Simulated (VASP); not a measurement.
# Ti (P6_3/mmc) in VASP: further runs

Ti is run at these levels: LDA; tasks: single point.

Everything below comes from runs of VASP 6.6.1. Logs are shortened: lines on timing, memory, paths and dates and some standing lists are left out, and cuts for length are marked.

## Step 1: The cell of the first run

The structure is hexagonal, space group P6_3/mmc (No. 194). The conventional cell has a = 2.867 Å, b = 2.867 Å, c = 4.520 Å, α = 90.00°, β = 90.00°, γ = 120.00°. Ti (site symmetry -6m2) has 12 Ti at 2.80 to 2.87 Å within 3.7 Å.

## Step 2: Single point, LDA

INCAR reads:

```
PREC = Accurate
ENCUT = 520
EDIFF = 1E-6
ISMEAR = 0
SIGMA = 0.1
LREAL = False
LASPH = True
NELM = 60
ALGO = Normal
ISIF = 2
LWAVE = False
LCHARG = False
GGA = CA
NBANDS = 19
```

KPOINTS reads:

```
regular mesh
0
Gamma
  9 9 4
```

POSCAR reads:

```
Ti
1.0
    2.8670386270      0.0000000000      0.0000000000
   -1.4335193135      2.4829282846      0.0000000000
    0.0000000000      0.0000000000      4.5198682143
Ti
2
Direct
    0.3333333333      0.6666666667      0.2500000000
    0.6666666667      0.3333333333      0.7500000000
```

Potentials or basis: VASP PAW LDA potentials, release 64 (Ti_sv).

Launch:

```console
$ cat potpaw_LDA.64/Ti_sv/POTCAR > POTCAR
$ mpirun -np 1 vasp_std > vasp.out
```

OUTCAR:

```text
PREC = Accurate
   ENCUT = 520
   EDIFF = 1E-6
   ISMEAR = 0
   LREAL = False
   LASPH = True
   NELM = 60
   ISIF = 2
   GGA = CA

 ion  position               nearest neighbor table
   1  0.333  0.667  0.250-   2 2.80   2 2.80   2 2.80   2 2.80   2 2.80   2 2.80
   2  0.667  0.333  0.750-   1 2.80   1 2.80   1 2.80   1 2.80   1 2.80   1 2.80

  LATTYP: Found a hexagonal cell.
 ALAT       =     2.8670386270
 C/A-ratio  =     1.5764936586

  Lattice vectors:

 A1 = (   2.8670386270,   0.0000000000,   0.0000000000)
 A2 = (  -1.4335193135,   2.4829282846,   0.0000000000)
 A3 = (   0.0000000000,   0.0000000000,   4.5198682143)

Analysis of symmetry for initial positions (statically):
=====================================================================
 Subroutine PRICEL returns:
 Original cell was already a primitive cell.

 Routine SETGRP: Setting up the symmetry group for a
 hexagonal supercell.

 Subroutine GETGRP returns: Found 24 space group operations
 (whereof 12 operations were pure point group operations)
 out of a pool of 24 trial point group operations.

The static configuration has the point symmetry D_3d.
 The point group associated with its full space group is D_6h.

Analysis of symmetry for dynamics (positions and initial velocities):
=====================================================================
 Subroutine PRICEL returns:
 Original cell was already a primitive cell.

 Routine SETGRP: Setting up the symmetry group for a
 hexagonal supercell.

 Subroutine GETGRP returns: Found 24 space group operations
 (whereof 12 operations were pure point group operations)
 out of a pool of 24 trial point group operations.

The dynamic configuration has the point symmetry D_3d.
 The point group associated with its full space group is D_6h.

 Subroutine INISYM returns: Found 24 space group operations
 (whereof 12 operations are pure point group operations),
 and found     1 'primitive' translations

----------------------------------------------------------------------------------------

                                     Primitive cell

  volume of cell :      32.1754

  direct lattice vectors                    reciprocal lattice vectors
     2.867038627  0.000000000  0.000000000     0.348791952  0.201375128  0.000000000
    -1.433519313  2.482928285  0.000000000     0.000000000  0.402750255  0.000000000
     0.000000000  0.000000000  4.519868214     0.000000000  0.000000000  0.221245389

  length of vectors
     2.867038627  2.867038627  4.519868214     0.402750255  0.402750255  0.221245389

  position of ions in fractional coordinates (direct lattice)
     0.333333333  0.666666667  0.250000000
     0.666666667  0.333333333  0.750000000

  ion indices of the primitive-cell ions
   primitive index   ion index
                 1           1
                 2           2

----------------------------------------------------------------------------------------

 KPOINTS: regular mesh

Automatic generation of k-mesh.
 Grid dimensions read from file:
 generate k-points for:    9    9    4

 Generating k-lattice:

  Cartesian coordinates                     Fractional coordinates (reciprocal lattice)
     0.038754661  0.022375014  0.000000000     0.111111111  0.000000000  0.000000000
     0.000000000  0.044750028  0.000000000     0.000000000  0.111111111  0.000000000
     0.000000000  0.000000000  0.055311347     0.000000000  0.000000000  0.250000000

  Length of vectors
     0.044750028  0.044750028  0.055311347

  Shift w.r.t. Gamma in fractional coordinates (k-lattice)
     0.000000000  0.000000000  0.000000000

 Subroutine IBZKPT returns following result:
 ===========================================

 Found     36 irreducible k-points:

 Following reciprocal coordinates:
            Coordinates               Weight
  0.000000  0.000000  0.000000      1.000000
  0.111111 -0.000000  0.000000      6.000000
  0.222222 -0.000000  0.000000      6.000000
  0.333333 -0.000000  0.000000      6.000000
  0.444444 -0.000000  0.000000      6.000000
  0.111111  0.111111  0.000000      6.000000
[... 16 lines left out ...]
  0.333333  0.222222  0.250000     24.000000
  0.333333  0.333333  0.250000      4.000000
 [... further k-points ...]
   k-points           NKPTS =     36   k-points in BZ     NKDIM =     36   number of bands    NBANDS=     19
   number of dos      NEDOS =    301   number of ions     NIONS =      2
   total plane-waves  NPLWV =  20736
   dimension x,y,z NGX =    24 NGY =   24 NGZ =   36
   dimension x,y,z NGXF=    48 NGYF=   48 NGZF=   72
   ions per type =               2
   NGX,Y,Z   is equivalent  to a cutoff of  13.92, 13.92, 13.24 a.u.
   NGXF,Y,Z  is equivalent  to a cutoff of  27.83, 27.83, 26.48 a.u.
 SYSTEM =  unknown system
   PREC   = accura    normal or accurate (medium, high low for compatibility)
   ISTART =      0    job   : 0-new  1-cont  2-samecut
   ICHARG =      2    charge: 1-file 2-atom 10-const
   ISPIN  =      1    spin polarized calculation?
   LNONCOLLINEAR =      F non collinear calculations
   LSORBIT =      F    spin-orbit coupling
   LASPH  =      T    aspherical Exc in radial PAW
   ENCUT  =  520.0 eV  38.22 Ry    6.18 a.u.   5.33  5.33  8.40*2*pi/ulx,y,z
   NELM   =     60;   NELMIN=  2; NELMDL= -5     # of ELM steps
   EDIFF  = 0.1E-05   stopping-criterion for ELM
   LREAL  =      F    real-space projection
   EDIFFG = 0.1E-04   stopping-criterion for IOM
   NSW    =      0    number of steps for IOM
   IBRION =     -1    ionic relax: 0-MD 1-quasi-New 2-CG
   NFREE  =      0    steps in history (QN), initial steepest desc. (CG)
   ISIF   =      2    stress and relaxation
   ISYM   =      2    0-nonsym 1-usesym 2-fastsym
   POTIM  = 0.5000    time-step for ionic-motion
   TEBEG  =    0.0;   TEEND  =   0.0 temperature during run
   PSTRESS=    0.0 pullay stress
   NELECT =      24.0000    total number of electrons
   NUPDOWN=      -1.0000    fix difference up-down
   EMIN   =  10.00;   EMAX   =-10.00  energy-range for DOS
   EFERMI =   0.00;   METHOD = LEGACY
   ISMEAR =     0;   SIGMA  =   0.10  broadening in eV -4-tet -1-fermi 0-gaus
   EFERMI_NEDOS =   21; number of points for ismear=-14 and -15
   IALGO  =     38    algorithm
   IMIX   =      4    mixing-type and parameters
     AMIX     =   0.40;   BMIX     =  1.00
     AMIX_MAG =   1.60;   BMIX_MAG =  1.00
  volume/ion in A,a.u.               =      16.09       108.57
  Fermi-wavevector in a.u.,A,eV,Ry     =   1.484696  2.805668 29.991607  2.204321
  Thomas-Fermi vector in A             =   2.598200
   LORBIT       =      0    0 simple, 1 ext, 2 COOP (PROOUT), +10 PAW based schemes
   GGA     = CA    functional components
   LHFCALC =     F    Hartree Fock is set to
   AEXX    =    0.0000 exact exchange contribution
   IVDW    =     0    specifies the selected vdW correction
   LEPSILON=     F    determine dielectric tensor
   LRPA    =     F    only Hartree local field effects (RPA)
 non-spin polarized calculation
 Gauss-broadening in eV      SIGMA  =   0.10
  energy-cutoff  :      520.00
  volume of cell :       32.18
 maximum number of plane-waves:       888
 NGX is ok and might be reduce to    24
   NGX = 11   NGY = 11   NGZ = 17

 number of electron      24.0000002 magnetization

 Free energy of the ion-electron system (eV)
  ---------------------------------------------------
  ext. energy  EPLUGINS =         0.00000000
  ---------------------------------------------------
  free energy    TOTEN  =       -17.11541331 eV

  energy without entropy =      -17.10680223  energy(sigma->0) =      -17.11110777

 E-fermi :   8.8918     XC(G=0): -12.1568

 val. band max:        8.8853109636   @ k =   0.2222   0.2222   0.5000
 cond. band min:       8.9653327937   @ k =   0.3333   0.3333   0.2500
 fundamental gap:      0.0800218302
 Fermi energy:         8.8917585495

 k-point     1 :       0.0000    0.0000    0.0000
  band No.  band energies     occupation
      1     -47.1316      2.00000
      2     -46.9319      2.00000
      3     -24.2092      2.00000
      4     -23.3775      2.00000
      5     -23.3775      2.00000
      6     -23.2675      2.00000
[... 11 lines left out ...]
     18      10.6097      0.00000
     19      12.3437      0.00000

 k-point     2 :       0.1111   -0.0000    0.0000
  band No.  band energies     occupation
      1     -47.1146      2.00000
      2     -46.9255      2.00000
      3     -24.1738      2.00000
      4     -23.4490      2.00000
      5     -23.4013      2.00000
      6     -23.3179      2.00000
[... 11 lines left out ...]
     18      10.4993      0.00000
     19      12.4531      0.00000

 k-point     3 :       0.2222   -0.0000    0.0000
  band No.  band energies     occupation
      1     -47.0697      2.00000
      2     -46.9108      2.00000
      3     -24.0764      2.00000
      4     -23.6321      2.00000
      5     -23.4981      2.00000
      6     -23.4585      2.00000
[... 11 lines left out ...]
     18      11.1469      0.00000
     19      12.6401      0.00000

 k-point     4 :       0.3333   -0.0000    0.0000
  band No.  band energies     occupation
      1     -47.0135      2.00000
      2     -46.8986      2.00000
      3     -23.9430      2.00000
      4     -23.8422      2.00000
      5     -23.6922      2.00000
      6     -23.5202      2.00000
[... 11 lines left out ...]
     18      11.9960      0.00000
     19      12.7706      0.00000

 k-point     5 :       0.4444   -0.0000    0.0000
  band No.  band energies     occupation
      1     -46.9700      2.00000
      2     -46.8973      2.00000
      3     -23.9796      2.00000
      4     -23.8242      2.00000
      5     -23.8140      2.00000
      6     -23.5590      2.00000
[... 11 lines left out ...]
     18      12.8285      0.00000
     19      13.2145      0.00000
[... 334 lines left out ...]
      2     -46.9075      2.00000
      3     -24.0563      2.00000
      4     -23.9293      2.00000
      5     -23.6704      2.00000
      6     -23.5381      2.00000
[... 11 lines left out ...]
     18      12.7765      0.00000
     19      13.6013      0.00000

 k-point    22 :       0.2222    0.2222    0.2500
  band No.  band energies     occupation
      1     -46.9727      2.00000
      2     -46.9094      2.00000
      3     -23.9691      2.00000
      4     -23.8689      2.00000
      5     -23.6192      2.00000
      6     -23.6156      2.00000
[... 11 lines left out ...]
     18      12.6202      0.00000
     19      13.2866      0.00000

 k-point    23 :       0.3333    0.2222    0.2500
  band No.  band energies     occupation
      1     -46.9397      2.00000
      2     -46.9078      2.00000
      3     -23.9767      2.00000
      4     -23.9001      2.00000
      5     -23.7318      2.00000
      6     -23.5784      2.00000
[... 11 lines left out ...]
     18      12.7470      0.00000
     19      14.4396      0.00000

 k-point    24 :       0.3333    0.3333    0.2500
  band No.  band energies     occupation
      1     -46.9178      2.00000
      2     -46.9178      2.00000
      3     -23.8914      2.00000
      4     -23.8914      2.00000
      5     -23.8389      2.00000
      6     -23.6196      2.00000
[... 11 lines left out ...]
     18      12.3409      0.00000
     19      16.0830      0.00000

 [... further k-points ...]
[... 5 lines left out ...]
  --------------------------------------------------------------------------------------
  -------------------------------------------------------------------------------------
  Total        0.0023680      0.0023680     -0.0011279      0.0000000      0.0000000      0.0000000
  in kB        0.1179143      0.1179143     -0.0561621      0.0000000      0.0000000      0.0000000
  external PRESSURE =       0.0598888 kB  Pullay stress =       0.0000000 kB

 VOLUME and BASIS-vectors are now :
 -----------------------------------------------------------------------------
  energy-cutoff  :      520.00
  volume of cell :       32.18
      direct lattice vectors                 reciprocal lattice vectors
     2.867038627  0.000000000  0.000000000     0.348791952  0.201375128  0.000000000
    -1.433519313  2.482928285  0.000000000     0.000000000  0.402750255  0.000000000
     0.000000000  0.000000000  4.519868214     0.000000000  0.000000000  0.221245389

 POSITION                                       TOTAL-FORCE (eV/Angst)
 -----------------------------------------------------------------------------------
     -0.00000      1.65529      1.12997        -0.000000      0.000000      0.000000
      1.43352      0.82764      3.38990         0.000000      0.000000      0.000000
 -----------------------------------------------------------------------------------
    total drift:                               -0.000000      0.000000     -0.000000

  FREE ENERGIE OF THE ION-ELECTRON SYSTEM (eV)
  ---------------------------------------------------
  free  energy   TOTEN  =       -17.1154133112 eV

  energy  without entropy=      -17.1068022272  energy(sigma->0) =      -17.11110777
```

Run time: 22 s. Hardware: 1 thread of Intel Xeon 8259CL, shared host; peak memory 0.15 GiB.

What came out:

* Free energy: -17.1154 eV
* Pressure: 0.0 GPa
* Band gap on the k mesh: zero (bands 12 and 13 overlap by 0.92 eV)

## Step 3: Single point, LDA

This run uses another cell than the first one, of 17.32 Å³/atom.

INCAR reads:

```
SYSTEM = Ti
PREC = Accurate
ENCUT = 520
EDIFF = 1E-7
ISMEAR = 0
SIGMA = 0.1
LREAL = .FALSE.
LASPH = .TRUE.
NELM = 80
ALGO = Normal
ISIF = 2
LWAVE = .FALSE.
LCHARG = .FALSE.
NBANDS = 19
```

KPOINTS reads:

```
regular mesh
0
G
  9 9 4
  0 0 0
```

POSCAR reads:

```
Ti
1.0
    2.9357319200      0.0000000000      0.0000000000
   -1.4678659600      2.5424184200      0.0000000000
    0.0000000000      0.0000000000      4.6408561500
Ti
2
Direct
    0.3333333300      0.6666666700      0.2500000000
    0.6666666700      0.3333333300      0.7500000000
```

Potentials or basis: VASP PAW LDA potentials, release 64 (Ti_sv).

Launch:

```console
$ cat potpaw_LDA.64/Ti_sv/POTCAR > POTCAR
$ mpirun -np 1 vasp_std > vasp.out
```

Wall time 28 s (1 thread of Intel Xeon 8259CL, shared host); peak memory 0.14 GiB.

The run converged. Its results:

```yaml
Free_energy: -17.0482 eV
Pressure: -8.3 GPa
Band_gap_on_the_k_mesh: zero (bands 12 and 13 overlap by 0.93 eV)
```

Stress tensor (GPa, compression positive):
```
-8.04  0.00  0.00
 0.00 -8.04  0.00
 0.00  0.00 -8.80
```

Levels at points of the mesh, in eV from the Fermi level:
```csv
k point,band 9,band 10,band 11,band 12,band 13,band 14,band 15,band 16
"(0.00, 0.00, 0.00)",-6.10,-2.65,0.78,0.78,0.91,0.94,1.28,1.28
"(0.00, 0.00, 0.50)",-4.23,-4.23,0.13,0.13,0.67,0.67,0.67,0.67
```

Caveat: the cell stands under tension.
